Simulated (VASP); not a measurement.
Here is a VASP 6.6.1 calculation.

Contents of POSCAR:

```
Ag
1.0
    3.2195072647      0.0000000000      0.0000000000
    0.0000000000      3.2195072647      0.0000000000
    0.0000000000      0.0000000000      3.3722726191
Ag
2
Direct
    0.0000000000      0.0000000000      0.0000000000
    0.5000000000      0.5000000000      0.5000000000
```

File INCAR.step1:

```
SYSTEM = Ag
ALGO = Normal ; EDIFF = 1E-4
ENCUT = 520 ; GGA = PE
ISMEAR = 0 ; LASPH = .TRUE.
LCHARG = .FALSE. ; LREAL = .FALSE.
LWAVE = .TRUE. ; NBANDS = 18
NELM = 60 ; PREC = Accurate
SIGMA = 0.1
```

Contents of INCAR.step2:

```
SYSTEM = Ag
ALGO = Normal ; EDIFF = 1E-6
ENCUT = 520 ; ISIF = 2
ISMEAR = 0 ; ISTART = 1
LASPH = .TRUE. ; LCHARG = .FALSE.
LMIXTAU = .TRUE. ; LREAL = .FALSE.
LWAVE = .FALSE. ; METAGGA = R2SCAN
NBANDS = 18 ; NELM = 60
PREC = Accurate ; SIGMA = 0.1
```

KPOINTS

```
k-points
0
G
  16 16 16
  0 0 0
```

Potentials or basis: VASP PAW PBE potentials, release 64 (Ag).

The run is started by

```console
$ cat potpaw_PBE.64/Ag/POTCAR > POTCAR
$ cp INCAR.step1 INCAR
$ mpirun -np 1 vasp_std > vasp.out
$ cp INCAR.step2 INCAR
$ mpirun -np 1 vasp_std > vasp.out
```

Problem. What does it give for the band gap on the k mesh?

Solution. Zero (bands 11 and 12 overlap by 8.22 eV).

Problem. What does it give for the pressure?

Solution. -0.2 GPa.

Stress tensor (GPa, compression positive):
```
-0.38  0.00  0.00
 0.00 -0.38  0.00
 0.00  0.00  0.13
```

Caveat: the cell differs from its parent crystal (biaxial strain in the a-b plane: -1.5 %, then relaxed in part); the PAW data sets were made with another functional, which shifts forces and pressure a little.
